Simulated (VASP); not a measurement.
# Au (Fm-3m) in VASP: settings compared

Au is run at these levels: PBE, revPBE, LDA; tasks: single point, relaxation of cell and atoms.

Everything below comes from runs of VASP 6.6.1. Logs are shortened: lines on timing, memory, paths and dates and some standing lists are left out, and cuts for length are marked.

## Step 1: The cell of the first run

Symmetry: Fm-3m, No. 225, cubic system. Conventional cell: a = 4.070 Å, b = 4.070 Å, c = 4.070 Å, α = 90.00°, β = 90.00°, γ = 90.00°. Within 3.8 Å of Au (site symmetry m-3m) lie 12 Au at 2.88 Å.

## Step 2: Single point, PBE

Input file INCAR:

```
  PREC = Accurate
  ENCUT = 520
  EDIFF = 1E-6
  ISMEAR = 0
  SIGMA = 0.015
  LREAL = F
  LASPH = T
  NELM = 80
  ALGO = Normal
  ISIF = 2
  LWAVE = F
  LCHARG = F
  GGA = PE
  NBANDS = 12
```

Input file KPOINTS:

```
regular mesh
0
Gamma
  11 11 11
```

Input file POSCAR:

```
Au
1.0
    0.0000000000      2.0350000000      2.0350000000
    2.0350000000      0.0000000000      2.0350000000
    2.0350000000      2.0350000000      0.0000000000
Au
1
Direct
    0.0000000000      0.0000000000      0.0000000000
```

Potentials or basis: VASP PAW PBE potentials, release 64 (Au).

The run is started by

```bash
cat potpaw_PBE.64/Au/POTCAR > POTCAR
mpirun -np 1 vasp_std > vasp.out
```

OUTCAR:

```text
PREC = Accurate
   ENCUT = 520
   EDIFF = 1E-6
   ISMEAR = 0
   LREAL = F
   LASPH = T
   NELM = 80
   ISIF = 2
   GGA = PE

 ion  position               nearest neighbor table
   1  0.000  0.000  0.000-

  LATTYP: Found a face centered cubic cell.
 ALAT       =     4.0700000000

  Lattice vectors:

 A1 = (   0.0000000000,   2.0350000000,   2.0350000000)
 A2 = (   2.0350000000,   0.0000000000,   2.0350000000)
 A3 = (   2.0350000000,   2.0350000000,   0.0000000000)

Analysis of symmetry for initial positions (statically):
=====================================================================
 Subroutine PRICEL returns:
 Original cell was already a primitive cell.

 Routine SETGRP: Setting up the symmetry group for a
 face centered cubic supercell.

 Subroutine GETGRP returns: Found 48 space group operations
[... 9 lines left out ...]

 Routine SETGRP: Setting up the symmetry group for a
 face centered cubic supercell.

 Subroutine GETGRP returns: Found 48 space group operations
[... 11 lines left out ...]
                                     Primitive cell

  volume of cell :      16.8548

  direct lattice vectors                    reciprocal lattice vectors
     0.000000000  2.035000000  2.035000000    -0.245700246  0.245700246  0.245700246
     2.035000000  0.000000000  2.035000000     0.245700246 -0.245700246  0.245700246
     2.035000000  2.035000000  0.000000000     0.245700246  0.245700246 -0.245700246

  length of vectors
     2.877924599  2.877924599  2.877924599     0.425565309  0.425565309  0.425565309

  position of ions in fractional coordinates (direct lattice)
     0.000000000  0.000000000  0.000000000

  ion indices of the primitive-cell ions
   primitive index   ion index
                 1           1

----------------------------------------------------------------------------------------

 KPOINTS: regular mesh

Automatic generation of k-mesh.
 Grid dimensions read from file:
 generate k-points for:   11   11   11

 Generating k-lattice:

  Cartesian coordinates                     Fractional coordinates (reciprocal lattice)
    -0.022336386  0.022336386  0.022336386     0.090909091  0.000000000  0.000000000
     0.022336386 -0.022336386  0.022336386     0.000000000  0.090909091  0.000000000
     0.022336386  0.022336386 -0.022336386     0.000000000  0.000000000  0.090909091

  Length of vectors
     0.038687755  0.038687755  0.038687755
[... 57 lines left out ...]
   NSW    =      0    number of steps for IOM
   IBRION =     -1    ionic relax: 0-MD 1-quasi-New 2-CG
   NFREE  =      0    steps in history (QN), initial steepest desc. (CG)
   ISIF   =      2    stress and relaxation
   ISYM   =      2    0-nonsym 1-usesym 2-fastsym
   POTIM  = 0.5000    time-step for ionic-motion
   TEBEG  =    0.0;   TEEND  =   0.0 temperature during run
   PSTRESS=    0.0 pullay stress
   NELECT =      11.0000    total number of electrons
   NUPDOWN=      -1.0000    fix difference up-down
   EMIN   =  10.00;   EMAX   =-10.00  energy-range for DOS
   EFERMI =   0.00;   METHOD = LEGACY
   ISMEAR =     0;   SIGMA  =   0.01  broadening in eV -4-tet -1-fermi 0-gaus
   EFERMI_NEDOS =   21; number of points for ismear=-14 and -15
   IALGO  =     38    algorithm
   IMIX   =      4    mixing-type and parameters
     AMIX     =   0.40;   BMIX     =  1.00
     AMIX_MAG =   1.60;   BMIX_MAG =  1.00
  volume/ion in A,a.u.               =      16.85       113.74
  Fermi-wavevector in a.u.,A,eV,Ry     =   1.420032  2.683470 27.436005  2.016489
  Thomas-Fermi vector in A             =   2.540990
   LORBIT       =      0    0 simple, 1 ext, 2 COOP (PROOUT), +10 PAW based schemes
   GGA     = PE    functional components
   LHFCALC =     F    Hartree Fock is set to
   AEXX    =    0.0000 exact exchange contribution
   IVDW    =     0    specifies the selected vdW correction
   LEPSILON=     F    determine dielectric tensor
   LRPA    =     F    only Hartree local field effects (RPA)
 non-spin polarized calculation
 Gauss-broadening in eV      SIGMA  =   0.01
  energy-cutoff  :      520.00
  volume of cell :       16.85
 maximum number of plane-waves:       465
 NGX is ok and might be reduce to    24
   NGX = 11   NGY = 11   NGZ = 11

 number of electron      10.9999999 magnetization

 Free energy of the ion-electron system (eV)
  ---------------------------------------------------
  ext. energy  EPLUGINS =         0.00000000
  ---------------------------------------------------
  free energy    TOTEN  =        -3.19553763 eV

  energy without entropy =       -3.19551845  energy(sigma->0) =       -3.19552804

 E-fermi :   9.7723     XC(G=0): -12.7823

 val. band max:        9.5442272364   @ k =   0.4545   0.3636   0.0000
 cond. band min:       9.7938581399   @ k =  -0.4545   0.0909   0.0000
 fundamental gap:      0.2496309036
 Fermi energy:         9.7722542510

 k-point     1 :       0.0000    0.0000    0.0000
  band No.  band energies     occupation
      1      -0.3128      2.00000
      2       4.9101      2.00000
      3       4.9101      2.00000
      4       4.9101      2.00000
      5       6.4533      2.00000
      6       6.4533      2.00000
      7      24.1677      0.00000
      8      28.2298      0.00000
      9      28.2298      0.00000
     10      28.2298      0.00000
     11      33.1716      0.00000
     12      37.9347      0.00000
[... 331 lines left out ...]
 k-point    24 :      -0.1818    0.1818    0.0000
  band No.  band energies     occupation
      1       2.2808      2.00000
      2       4.2902      2.00000
      3       5.1102      2.00000
      4       5.7969      2.00000
      5       5.8356      2.00000
      6       7.6788      2.00000
      7      21.1057      0.00000
      8      23.0923      0.00000
      9      27.3900      0.00000
     10      28.8899      0.00000
     11      31.6329      0.00000
     12      34.3423      0.00000

 [... further k-points ...]

------------------------ aborting loop because EDIFF is reached ----------------------------------------

  FORCE on cell =-STRESS in cart. coord.  units (eV):
  Direction    XX          YY          ZZ          XY          YZ          ZX
  --------------------------------------------------------------------------------------
  -------------------------------------------------------------------------------------
  Total        1.1059163      1.1059163      1.1059163      0.0000000      0.0000000     -0.0000000
  in kB      105.1258673    105.1258673    105.1258673      0.0000000      0.0000000     -0.0000000
  external PRESSURE =     105.1258673 kB  Pullay stress =       0.0000000 kB

 VOLUME and BASIS-vectors are now :
 -----------------------------------------------------------------------------
  energy-cutoff  :      520.00
  volume of cell :       16.85
      direct lattice vectors                 reciprocal lattice vectors
     0.000000000  2.035000000  2.035000000    -0.245700246  0.245700246  0.245700246
     2.035000000  0.000000000  2.035000000     0.245700246 -0.245700246  0.245700246
     2.035000000  2.035000000  0.000000000     0.245700246  0.245700246 -0.245700246

 POSITION                                       TOTAL-FORCE (eV/Angst)
 -----------------------------------------------------------------------------------
      0.00000      0.00000      0.00000        -0.000000      0.000000     -0.000000
 -----------------------------------------------------------------------------------
    total drift:                               -0.000000     -0.000000      0.000000

  FREE ENERGIE OF THE ION-ELECTRON SYSTEM (eV)
  ---------------------------------------------------
  free  energy   TOTEN  =        -3.1955376253 eV

  energy  without entropy=       -3.1955184531  energy(sigma->0) =       -3.19552804
```

stdout:

```text
POSCAR found type information on POSCAR Au
 POSCAR found :  1 types and       1 ions
 scaLAPACK will be used
 LDA part: xc-table for (Slater+PW92), standard interpolation
 POSCAR, INCAR and KPOINTS ok, starting setup
 FFT: planning ... GRIDC
 FFT: planning ... GRID_SOFT
 FFT: planning ... GRID
 WAVECAR not read
 entering main loop
```

Wall time 8.7 s (1 thread of AMD EPYC 7R13 (Zen 3), shared host); peak memory 0.11 GiB.

What came out:

```
Free energy : -3.1955 eV
Pressure    : 10.5 GPa
```

Caveat: spin-orbit coupling is left out, which moves the levels of the heavy elements.

## Step 3: Single point, PBE

Input file INCAR:

```
SYSTEM = Au
ALGO     = Fast           ! electronic algorithm
EDIFF    = 1E-6           ! SCF threshold, eV
ENCUT    = 520            ! plane-wave cutoff, eV
GGA      = PE             ! functional
ISIF     = 2              ! what is computed and relaxed
ISMEAR   = 0              ! smearing method
LASPH    = .True.         ! aspherical terms in the spheres
LCHARG   = .True.         ! write CHGCAR
LELF     = .True.         ! ELF
LREAL    = .False.        ! projectors in reciprocal space
LVHAR    = .True.       
LWAVE    = .False.        ! write WAVECAR
NBANDS   = 12             ! bands
NELM     = 60             ! most SCF steps
PREC     = Accurate       ! precision mode
SIGMA    = 0.018000000000000002 ! smearing width, eV
```

Input file KPOINTS:

```
k-points
0
Gamma
  11 11 11
  0 0 0
```

POSCAR is that of step 2.

Potentials or basis: VASP PAW PBE potentials, release 64 (Au).

The run is started by

```bash
cat potpaw_PBE.64/Au/POTCAR > POTCAR
mpirun -np 1 vasp_std > vasp.out
```

OUTCAR:

```text
SYSTEM = Au
   EDIFF = 1E-6
   ENCUT = 520
   GGA = PE
   ISIF = 2
   ISMEAR = 0
   LASPH = .True.
   LREAL = .False.
   NELM = 60
   PREC = Accurate

 ion  position               nearest neighbor table
   1  0.000  0.000  0.000-

  LATTYP: Found a face centered cubic cell.
 ALAT       =     4.0700000000

  Lattice vectors:

 A1 = (   0.0000000000,   2.0350000000,   2.0350000000)
 A2 = (   2.0350000000,   0.0000000000,   2.0350000000)
 A3 = (   2.0350000000,   2.0350000000,   0.0000000000)

Analysis of symmetry for initial positions (statically):
=====================================================================
 Subroutine PRICEL returns:
 Original cell was already a primitive cell.

 Routine SETGRP: Setting up the symmetry group for a
 face centered cubic supercell.

 Subroutine GETGRP returns: Found 48 space group operations
[... 9 lines left out ...]

 Routine SETGRP: Setting up the symmetry group for a
 face centered cubic supercell.

 Subroutine GETGRP returns: Found 48 space group operations
[... 11 lines left out ...]
                                     Primitive cell

  volume of cell :      16.8548

  direct lattice vectors                    reciprocal lattice vectors
     0.000000000  2.035000000  2.035000000    -0.245700246  0.245700246  0.245700246
     2.035000000  0.000000000  2.035000000     0.245700246 -0.245700246  0.245700246
     2.035000000  2.035000000  0.000000000     0.245700246  0.245700246 -0.245700246

  length of vectors
     2.877924599  2.877924599  2.877924599     0.425565309  0.425565309  0.425565309

  position of ions in fractional coordinates (direct lattice)
     0.000000000  0.000000000  0.000000000

  ion indices of the primitive-cell ions
   primitive index   ion index
                 1           1

----------------------------------------------------------------------------------------

 KPOINTS: k-points

Automatic generation of k-mesh.
 Grid dimensions read from file:
 generate k-points for:   11   11   11

 Generating k-lattice:

  Cartesian coordinates                     Fractional coordinates (reciprocal lattice)
    -0.022336386  0.022336386  0.022336386     0.090909091  0.000000000  0.000000000
     0.022336386 -0.022336386  0.022336386     0.000000000  0.090909091  0.000000000
     0.022336386  0.022336386 -0.022336386     0.000000000  0.000000000  0.090909091

  Length of vectors
     0.038687755  0.038687755  0.038687755

  Shift w.r.t. Gamma in fractional coordinates (k-lattice)
     0.000000000  0.000000000  0.000000000

 Subroutine IBZKPT returns following result:
 ===========================================

 Found     56 irreducible k-points:

 Following reciprocal coordinates:
            Coordinates               Weight
  0.000000  0.000000  0.000000      1.000000
  0.090909  0.000000  0.000000      8.000000
  0.181818  0.000000  0.000000      8.000000
  0.272727  0.000000  0.000000      8.000000
  0.363636  0.000000  0.000000      8.000000
  0.454545  0.000000  0.000000      8.000000
[... 16 lines left out ...]
 -0.272727  0.181818  0.000000     24.000000
 -0.181818  0.181818  0.000000     12.000000
 [... further k-points ...]
   k-points           NKPTS =     56   k-points in BZ     NKDIM =     56   number of bands    NBANDS=     12
   number of dos      NEDOS =    301   number of ions     NIONS =      1
   total plane-waves  NPLWV =  13824
   dimension x,y,z NGX =    24 NGY =   24 NGZ =   24
   dimension x,y,z NGXF=    48 NGYF=   48 NGZF=   48
   ions per type =               1
   NGX,Y,Z   is equivalent  to a cutoff of  13.86, 13.86, 13.86 a.u.
   NGXF,Y,Z  is equivalent  to a cutoff of  27.73, 27.73, 27.73 a.u.
 SYSTEM =  Au
   PREC   = accura    normal or accurate (medium, high low for compatibility)
   ISTART =      0    job   : 0-new  1-cont  2-samecut
   ICHARG =      2    charge: 1-file 2-atom 10-const
   ISPIN  =      1    spin polarized calculation?
   LNONCOLLINEAR =      F non collinear calculations
   LSORBIT =      F    spin-orbit coupling
   LASPH  =      T    aspherical Exc in radial PAW
   ENCUT  =  520.0 eV  38.22 Ry    6.18 a.u.   5.35  5.35  5.35*2*pi/ulx,y,z
   NELM   =     60;   NELMIN=  2; NELMDL= -5     # of ELM steps
   EDIFF  = 0.1E-05   stopping-criterion for ELM
   LREAL  =      F    real-space projection
   EDIFFG = 0.1E-04   stopping-criterion for IOM
   NSW    =      0    number of steps for IOM
   IBRION =     -1    ionic relax: 0-MD 1-quasi-New 2-CG
   NFREE  =      0    steps in history (QN), initial steepest desc. (CG)
   ISIF   =      2    stress and relaxation
   ISYM   =      2    0-nonsym 1-usesym 2-fastsym
   POTIM  = 0.5000    time-step for ionic-motion
   TEBEG  =    0.0;   TEEND  =   0.0 temperature during run
   PSTRESS=    0.0 pullay stress
   NELECT =      11.0000    total number of electrons
   NUPDOWN=      -1.0000    fix difference up-down
   EMIN   =  10.00;   EMAX   =-10.00  energy-range for DOS
   EFERMI =   0.00;   METHOD = LEGACY
   ISMEAR =     0;   SIGMA  =   0.02  broadening in eV -4-tet -1-fermi 0-gaus
   EFERMI_NEDOS =   21; number of points for ismear=-14 and -15
   IALGO  =     68    algorithm
   IMIX   =      4    mixing-type and parameters
     AMIX     =   0.40;   BMIX     =  1.00
     AMIX_MAG =   1.60;   BMIX_MAG =  1.00
  volume/ion in A,a.u.               =      16.85       113.74
  Fermi-wavevector in a.u.,A,eV,Ry     =   1.420032  2.683470 27.436005  2.016489
  Thomas-Fermi vector in A             =   2.540990
   LORBIT       =      0    0 simple, 1 ext, 2 COOP (PROOUT), +10 PAW based schemes
   GGA     = PE    functional components
   LHFCALC =     F    Hartree Fock is set to
   AEXX    =    0.0000 exact exchange contribution
   IVDW    =     0    specifies the selected vdW correction
   LEPSILON=     F    determine dielectric tensor
   LRPA    =     F    only Hartree local field effects (RPA)
 non-spin polarized calculation
 RMM-DIIS sequential band-by-band and
 Gauss-broadening in eV      SIGMA  =   0.02
  energy-cutoff  :      520.00
  volume of cell :       16.85
 maximum number of plane-waves:       465
 NGX is ok and might be reduce to    24
   NGX = 11   NGY = 11   NGZ = 11

 number of electron      10.9999999 magnetization

 Free energy of the ion-electron system (eV)
  ---------------------------------------------------
  ext. energy  EPLUGINS =         0.00000000
  ---------------------------------------------------
  free energy    TOTEN  =        -3.19554146 eV

  energy without entropy =       -3.19551845  energy(sigma->0) =       -3.19552996

 E-fermi :   9.7678     XC(G=0): -12.7823

 val. band max:        9.5440883185   @ k =   0.4545   0.3636   0.0000
 cond. band min:       9.7937356846   @ k =  -0.4545   0.0909   0.0000
 fundamental gap:      0.2496473661
 Fermi energy:         9.7678110187

 k-point     1 :       0.0000    0.0000    0.0000
  band No.  band energies     occupation
      1      -0.3127      2.00000
      2       4.9098      2.00000
      3       4.9098      2.00000
      4       4.9098      2.00000
      5       6.4530      2.00000
      6       6.4530      2.00000
      7      24.1677      0.00000
      8      28.2298      0.00000
      9      28.2298      0.00000
     10      28.2298      0.00000
     11      33.1716      0.00000
     12      37.9347      0.00000

 k-point     2 :       0.0909    0.0000    0.0000
  band No.  band energies     occupation
      1      -0.0239      2.00000
      2       4.8184      2.00000
      3       5.0064      2.00000
      4       5.0064      2.00000
      5       6.4120      2.00000
      6       6.4120      2.00000
      7      24.4936      0.00000
      8      26.6098      0.00000
      9      28.5777      0.00000
     10      28.5777      0.00000
     11      33.9987      0.00000
     12      36.0682      0.00000
[... 301 lines left out ...]
 k-point    23 :      -0.2727    0.1818    0.0000
  band No.  band energies     occupation
      1       3.0046      2.00000
      2       4.5274      2.00000
      3       4.9011      2.00000
      4       5.5973      2.00000
      5       6.4500      2.00000
      6       8.7248      2.00000
      7      18.1688      0.00000
      8      22.0026      0.00000
      9      26.1251      0.00000
     10      29.1402      0.00000
     11      30.8870      0.00000
     12      35.2206      0.00000

 k-point    24 :      -0.1818    0.1818    0.0000
  band No.  band energies     occupation
      1       2.2808      2.00000
      2       4.2900      2.00000
      3       5.1100      2.00000
      4       5.7966      2.00000
      5       5.8353      2.00000
      6       7.6785      2.00000
      7      21.1057      0.00000
      8      23.0922      0.00000
      9      27.3900      0.00000
     10      28.8899      0.00000
     11      31.6329      0.00000
     12      34.3422      0.00000

 [... further k-points ...]

------------------------ aborting loop because EDIFF is reached ----------------------------------------

  FORCE on cell =-STRESS in cart. coord.  units (eV):
  Direction    XX          YY          ZZ          XY          YZ          ZX
  --------------------------------------------------------------------------------------
  -------------------------------------------------------------------------------------
  Total        1.1105300      1.1105300      1.1105300     -0.0000000      0.0000000      0.0000000
  in kB      105.5644398    105.5644398    105.5644398     -0.0000000      0.0000000      0.0000000
  external PRESSURE =     105.5644398 kB  Pullay stress =       0.0000000 kB

 VOLUME and BASIS-vectors are now :
 -----------------------------------------------------------------------------
  energy-cutoff  :      520.00
  volume of cell :       16.85
      direct lattice vectors                 reciprocal lattice vectors
     0.000000000  2.035000000  2.035000000    -0.245700246  0.245700246  0.245700246
     2.035000000  0.000000000  2.035000000     0.245700246 -0.245700246  0.245700246
     2.035000000  2.035000000  0.000000000     0.245700246  0.245700246 -0.245700246

 POSITION                                       TOTAL-FORCE (eV/Angst)
 -----------------------------------------------------------------------------------
      0.00000      0.00000      0.00000         0.000000     -0.000000     -0.000000
 -----------------------------------------------------------------------------------
    total drift:                                0.000000     -0.000000     -0.000000

  FREE ENERGIE OF THE ION-ELECTRON SYSTEM (eV)
  ---------------------------------------------------
  free  energy   TOTEN  =        -3.1955414600 eV

  energy  without entropy=       -3.1955184533  energy(sigma->0) =       -3.19552996
```

Wall time 11 s (1 thread of AMD EPYC 7R13 (Zen 3), shared host); peak memory 0.11 GiB.

Results:

```yaml
Free_energy: -3.1955 eV
Pressure: 10.6 GPa
```

Levels at points of the mesh, in eV from the Fermi level:
```
           k point  band 4  band 5  band 6  band 7  band 8  band 9
(0.00, 0.00, 0.00)   -4.86   -3.31   -3.31   14.40   18.46   18.46
```

Caveat: spin-orbit coupling is left out, which moves the levels of the heavy elements.

[end of part 1 of 2]
